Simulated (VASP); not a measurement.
Input of a VASP 6.6.1 run:

The input INCAR:

```
SYSTEM = LiBr
  PREC = Accurate
  ENCUT = 750
  EDIFF = 1E-7
  ISMEAR = -1
  SIGMA = 0.1
  LREAL = .False.
  LASPH = .True.
  NELM = 120
  ALGO = Normal
  ISIF = 3
  LWAVE = .False.
  LCHARG = .False.
  GGA = PS
  IBRION = 2
  NSW = 100
  EDIFFG = -0.002
  GGA_COMPAT = .False.
  NELMIN = 4
```

File KPOINTS:

```
Automatic mesh
0
Gamma
  10 10 10
  0 0 0
```

File POSCAR:

```
LiBr
1.0
    0.0000000000      2.7506500000      2.7506500000
    2.7506500000      0.0000000000      2.7506500000
    2.7506500000      2.7506500000      0.0000000000
Li Br
1 1
Direct
    0.0000000000      0.0000000000      0.0000000000
    0.5000000000      0.5000000000      0.5000000000
```

Potentials or basis: VASP PAW PBE potentials, release 64 (Li_sv, Br).

The run is started by

```sh
$ cat potpaw_PBE.64/Li_sv/POTCAR potpaw_PBE.64/Br/POTCAR > POTCAR
$ mpirun -np 1 vasp_std > vasp.out
```

(1) Estimate the space group after relaxing (to 0.1 Å).

(2) What does it give for the relaxed cell?

(3) Estimate the relaxed volume.

## Answers

(1) Fm-3m (No. 225).

(2) a = 3.825 Å, b = 3.825 Å, c = 3.825 Å, α = 60.00°, β = 60.00°, γ = 60.00°.

(3) 19.79 Å³/atom.

Caveat: the PAW data sets were made with another functional, which shifts forces and pressure a little.
